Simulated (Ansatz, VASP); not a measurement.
**Two plane-wave programs on AlV2C**

```
V Al C
1.0
     2.94423    0.00000    0.00000
    -1.47212    2.54978    0.00000
     0.00000    0.00000   13.36185
V Al C
4 2 2
Direct
  0.33333 0.66667 0.91362
  0.66667 0.33333 0.08638
  0.66667 0.33333 0.41362
  0.33333 0.66667 0.58638
  0.66667 0.33333 0.75000
  0.33333 0.66667 0.25000
  0.00000 0.00000 0.50000
  0.00000 0.00000 0.00000
```

Alike in both runs: task single point; functional PBEsol; k mesh 11 × 11 × 2; occupations fermi-dirac, width 0.05 eV; collinear spin.

|  | VASP | Ansatz |
| --- | --- | --- |
| version | VASP 6.6.1 | Ansatz 0.2.0 |
| potentials or method | VASP PAW PBE potentials, release 64 (V_sv, Al, C) | Ansatz PAW |
| plane-wave cutoff (eV) | 520 | 420 |
| valence electrons in the cell | 66 | 66 |

VASP gave:

| Quantity | Value |
| --- | --- |
| gap on the k mesh at the Fermi level (eV) | none |
| pressure (GPa) | -14.0 |
| traceless stress, the component that is largest in VASP (GPa) | -0.90 |
| rms of the force components (eV/Å) | 0.396 |
| net moment per atom (μB) | 0.00 |

Question: Which values does Ansatz return?

Answer: gap on the k mesh at the Fermi level (eV): none; pressure (GPa): -14.3; traceless stress, the component that is largest in VASP (GPa): -0.92; rms of the force components (eV/Å): 0.406; net moment per atom (μB): 0.00.

VASP's potentials were made for PBE, not for PBEsol. Atom by atom the forces differ by 0.011 eV/Å (rms over components). A gap of «none» marks a metal or a gap that the smearing closes. With one functional, cell and mesh, what is left measures potentials, basis and numerics.
